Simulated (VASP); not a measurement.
## Mo3P5: single point with PBE

Mo3P5:

```
CELL_PARAMETERS angstrom
4.94977 0.00000 0.00000
0.00000 4.94977 0.00000
0.00000 0.00000 4.94977
ATOMIC_POSITIONS crystal
Mo 0.50000 0.00000 0.00000
Mo 0.00000 0.50000 0.00000
Mo 0.00000 0.00000 0.50000
P 0.00000 0.50000 0.50000
P 0.50000 0.00000 0.50000
P 0.50000 0.50000 0.00000
P 0.50000 0.50000 0.50000
P 0.00000 0.00000 0.00000
```

The cell was generated, and may not be a known phase.

* Program: VASP 6.6.1
* Task: single point
* Functional: PBE
* Potentials or basis: VASP PAW PBE potentials, release 64 (Mo_sv, P)
* Cutoff: 520 eV
* k mesh: 8 × 8 × 8
* Occupations: gaussian, width 0.1 eV
* Spin: no spin polarisation

| Property | Result |
| --- | --- |
| Pressure | 0.0 GPa |
| Band gap on the k mesh | zero (an odd number of electrons rules out a gap without spin polarisation) |

Levels at points of the mesh, in eV from the Fermi level:
| k point | band 31 | band 32 | band 33 | band 34 | band 35 | band 36 | band 37 | band 38 |
| --- | --- | --- | --- | --- | --- | --- | --- | --- |
| (0.00, 0.00, 0.00) | -1.57 | -1.38 | -1.38 | -1.38 | -0.67 | -0.22 | -0.22 | -0.22 |
| (0.50, 0.00, 0.00) | -1.41 | -0.41 | -0.36 | -0.32 | -0.32 | 0.27 | 0.70 | 0.70 |
| (0.50, 0.50, 0.00) | -0.80 | -0.76 | -0.52 | 0.28 | 0.56 | 0.56 | 0.65 | 0.65 |
| (0.50, 0.50, 0.50) | -0.48 | -0.48 | 0.16 | 0.16 | 0.16 | 0.90 | 0.90 | 0.90 |

Wall time 2.9 min on 1 thread of Intel(R) Xeon(R) Platinum 8175M CPU @ 2.50GHz (Skylake/Cascade Lake), on a shared host, peak memory 0.31 GiB.

Caveat: an odd number of electrons without spin polarisation forces a metal; a magnetic or distorted state may lie lower.
